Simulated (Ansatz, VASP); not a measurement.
## Two plane-wave programs on C17O

The input INCAR:

```
SYSTEM = C17O
  ALGO = Normal
  DIPOL = 0.5 0.5 0.313
  EDIFF = 1E-6
  ENCUT = 520
  GGA = PE
  IDIPOL = 3
  ISIF = 2
  ISMEAR = 0
  IVDW = 12
  LASPH = .True.
  LCHARG = .True.
  LDIPOL = .True.
  LELF = .True.
  LREAL = Auto
  LVACPOTAV = .True.
  LVHAR = .True.
  LWAVE = .False.
  NBANDS = 52
  NELM = 100
  PREC = Accurate
  SIGMA = 0.05
```

Contents of KPOINTS:

```
k-points
0
Gamma
  6 6 1
  0 0 0
```

File POSCAR:

```
C17O
1.0
    4.9298867130      0.0000000000      0.0000000000
   -0.0081547558      4.4132984516      0.0000000000
    0.0000000000      0.0000000000     23.6650337471
C O
17 1
Direct
    0.3745684085      0.7405378974      0.1690257467
    0.8745684085      0.7405378974      0.1690257467
    0.1243974091      0.6365956441      0.1920114160
    0.6243974091      0.6365956441      0.1920114160
    0.1240513173      0.4291046681      0.2380452569
    0.6240513173      0.4291046681      0.2380452569
    0.3738803179      0.3251624149      0.2610309261
    0.8738803179      0.3251624149      0.2610309261
    0.3735338584      0.1126520408      0.3070664644
    0.8735338584      0.1126520408      0.3070664644
    0.1233638388      0.0072945126      0.3289983678
    0.6233638388      0.0072945126      0.3289983678
    0.1229920122      0.7810454900      0.3748118563
    0.6229920122      0.7810454900      0.3748118563
    0.3728273188      0.6826774530      0.3936201337
    0.8728273188      0.6826774530      0.3936201337
    0.4978273188      1.1826774530      0.5774356332
    0.4978273188      1.1826774530      0.5288407310
```

Input for Ansatz:

```yaml
crystal:
  lattice:
    - [4.929886713, 0.0, 0.0]
    - [-0.0081547558, 4.4132984516, 0.0]
    - [0.0, 0.0, 23.6650337471]
  atoms:
    - { symbol: C, position: [0.3745684085, 0.7405378974, 0.1690257467] }
    - { symbol: C, position: [0.8745684085, 0.7405378974, 0.1690257467] }
    - { symbol: C, position: [0.1243974091, 0.6365956441, 0.192011416] }
    - { symbol: C, position: [0.6243974091, 0.6365956441, 0.192011416] }
    - { symbol: C, position: [0.1240513173, 0.4291046681, 0.2380452569] }
    - { symbol: C, position: [0.6240513173, 0.4291046681, 0.2380452569] }
    - { symbol: C, position: [0.3738803179, 0.3251624149, 0.2610309261] }
    - { symbol: C, position: [0.8738803179, 0.3251624149, 0.2610309261] }
    - { symbol: C, position: [0.3735338584, 0.1126520408, 0.3070664644] }
    - { symbol: C, position: [0.8735338584, 0.1126520408, 0.3070664644] }
    - { symbol: C, position: [0.1233638388, 0.0072945126, 0.3289983678] }
    - { symbol: C, position: [0.6233638388, 0.0072945126, 0.3289983678] }
    - { symbol: C, position: [0.1229920122, 0.78104549, 0.3748118563] }
    - { symbol: C, position: [0.6229920122, 0.78104549, 0.3748118563] }
    - { symbol: C, position: [0.3728273188, 0.682677453, 0.3936201337] }
    - { symbol: C, position: [0.8728273188, 0.682677453, 0.3936201337] }
    - { symbol: O, position: [0.4978273188, 1.182677453, 0.528840731] }
    - { symbol: C, position: [0.4978273188, 1.182677453, 0.5774356332] }
basis:
  ecutwfc: 420
kpoints:
  mp_grid: { grid: [6, 6, 1] }
hamiltonian:
  xc: pbe
  pseudopotentials: { kind: paw, azcp: { folder: soft_1 } }
  dispersion: d3bj
scf:
  occupations: { method: gaussian, width: 0.05 }
output:
  forces: true
  eigenvalues: true
efield:
  axis: 3
  dipole_correction: true
  ramp_width: 0.04
```

Alike in both runs: task single point; functional PBE; dispersion D3(BJ); k mesh 6 × 6 × 1; occupations gaussian, width 0.05 eV; no spin polarisation.

|  | VASP | Ansatz |
| --- | --- | --- |
| version | VASP 6.6.1 | Ansatz 0.2.0 |
| potentials or method | VASP PAW PBE potentials, release 64 (C, O), cutoff 520 eV | scalar-relativistic, plane waves, PAW |
| valence electrons in the cell | 74 | 74 |

|  | VASP | Ansatz | Ansatz less VASP |
| --- | --- | --- | --- |
| gap on the k mesh at the Fermi level (eV) | none | none | - |
| rms of the force components (eV/Å) | 0.738 | 0.789 | +0.0512 |
| work function, face that differs most (eV) | 6.01 | 6.04 | +0.035 |

A gap of «none» marks a metal or a gap that the smearing closes.

Noted on VASP's run: the standard files for N, O and F lose accuracy on very short bonds.
